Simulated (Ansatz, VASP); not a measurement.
# Two plane-wave programs on Ge

```xyz
2
Lattice="1.4781 -2.5773 0.0000 1.4781 2.5773 0.0000 0.0000 0.0000 4.6959" Properties=species:S:1:pos:R:3 pbc="T T T"
Ge    1.4781   -0.8585    1.1740
Ge    1.4781    0.8585    3.5219
```

Alike in both runs: task single point; functional LDA; k mesh 11 × 11 × 6; occupations fermi-dirac, width 0.1 eV; no spin polarisation.

|  | VASP | Ansatz |
| --- | --- | --- |
| version | VASP 6.6.1 | Ansatz 0.2.0 |
| potentials or method | VASP PAW LDA potentials, release 64 (Ge_d), cutoff 520 eV | plane waves, PAW |
| valence electrons in the cell | 28 | 28 |

```tsv
	VASP	Ansatz	Ansatz less VASP
pressure (GPa)	0.4	0.4	-0.08
traceless stress, the component that is largest in VASP (GPa)	4.40	4.39	-0.006
```

LDA's correlation is that of Perdew and Zunger in VASP and of Perdew and Wang (1992) in Ansatz.
